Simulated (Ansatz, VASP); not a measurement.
C: VASP beside Ansatz

Contents of POSCAR:

```
C
1.0
    2.2579921463     -0.1036605776      0.0672752465
   -1.2187687668      2.2580098434     -0.0776249385
    0.2219507818     -0.1675707468      8.4996897146
C
8
Direct
    0.0708327342      0.1935960743      0.1112604221
   -0.0758909639     -0.1308838663      0.5426863544
   -0.0132744255      0.1033723327      0.4027578575
    0.0357023669      0.0110266623      0.9184144637
    0.3134269727      0.5106797699      0.1692919579
    0.6473468146      0.2917765742      0.6727710433
    0.3698675767      0.7197005751      0.3609280133
    0.6519889244      0.3007318777      0.8218898877
```

File INCAR.step1:

```
PREC     = Accurate       # precision mode
ENCUT    = 520            # plane-wave cutoff, eV
ISMEAR   = 0              # smearing method
SIGMA    = 0.05           # smearing width, eV
LREAL    = F              # projectors in reciprocal space
LASPH    = T              # aspherical terms in the spheres
NELM     = 60             # most SCF steps
NBANDS   = 26             # bands
GGA      = PE             # functional
ALGO     = Normal         # electronic algorithm
EDIFF    = 1E-4           # SCF threshold, eV
LWAVE    = T              # write WAVECAR
LCHARG   = F              # write CHGCAR
```

Contents of INCAR.step2:

```
PREC     = Accurate       # precision mode
ENCUT    = 520            # plane-wave cutoff, eV
EDIFF    = 1E-7           # SCF threshold, eV
ISMEAR   = 0              # smearing method
SIGMA    = 0.05           # smearing width, eV
LREAL    = F              # projectors in reciprocal space
LASPH    = T              # aspherical terms in the spheres
NELM     = 60             # most SCF steps
ALGO     = Normal         # electronic algorithm
ISIF     = 2              # what is computed and relaxed
LWAVE    = F              # write WAVECAR
LCHARG   = T              # write CHGCAR
METAGGA  = R2SCAN         # meta-GGA
LMIXTAU  = T            
LELF     = T              # ELF
LVHAR    = T            
NBANDS   = 26             # bands
ISTART   = 1
```

Contents of KPOINTS:

```
regular mesh
0
Gamma
  12 12 4
```

Input for Ansatz:

```yaml
crystal:
  lattice:
    - [2.2579921463, -0.1036605776, 0.0672752465]
    - [-1.2187687668, 2.2580098434, -0.0776249385]
    - [0.2219507818, -0.1675707468, 8.4996897146]
  atoms:
    - { symbol: C, position: [0.0708327342, 0.1935960743, 0.1112604221] }
    - { symbol: C, position: [-0.0758909639, -0.1308838663, 0.5426863544] }
    - { symbol: C, position: [-0.0132744255, 0.1033723327, 0.4027578575] }
    - { symbol: C, position: [0.0357023669, 0.0110266623, 0.9184144637] }
    - { symbol: C, position: [0.3134269727, 0.5106797699, 0.1692919579] }
    - { symbol: C, position: [0.6473468146, 0.2917765742, 0.6727710433] }
    - { symbol: C, position: [0.3698675767, 0.7197005751, 0.3609280133] }
    - { symbol: C, position: [0.6519889244, 0.3007318777, 0.8218898877] }
basis:
  ecutwfc: 500
kpoints:
  mp_grid: { grid: [12, 12, 4] }
hamiltonian:
  xc: r2scan
scf:
  occupations: { method: gaussian, width: 0.05 }
output:
  forces: true
  stress: true
  eigenvalues: true
```

Change from the starting cell: all atoms moved at random (sigma 0.22 Å a component), cell strained at random (sigma 0.05).

Alike in both runs: task single point; functional r2SCAN; k mesh 12 × 12 × 4; occupations gaussian, width 0.05 eV; no spin polarisation.

```csv
,VASP,Ansatz
version,VASP 6.6.1,Ansatz 0.2.0
potentials or method,"VASP PAW PBE potentials, release 64 (C), cutoff 520 eV","scalar-relativistic, plane waves, PAW"
valence electrons in the cell,32,32
```

```csv
,VASP,Ansatz,Ansatz less VASP
gap on the k mesh at the Fermi level (eV),none,none,-
pressure (GPa),204.3,198.2,-6.11
"traceless stress, the component that is largest in VASP (GPa)",148.18,141.20,-6.982
rms of the force components (eV/Å),34.119,32.648,-1.4705
```

VASP's potentials were made for PBE, not for r2SCAN. Atom by atom the forces differ by 1.492 eV/Å (rms over components). A gap of «none» marks a metal or a gap that the smearing closes. Both programs put the cell under a high pressure, so it lies far from rest at this level.

Noted on VASP's run: the cell as given lies far from equilibrium.
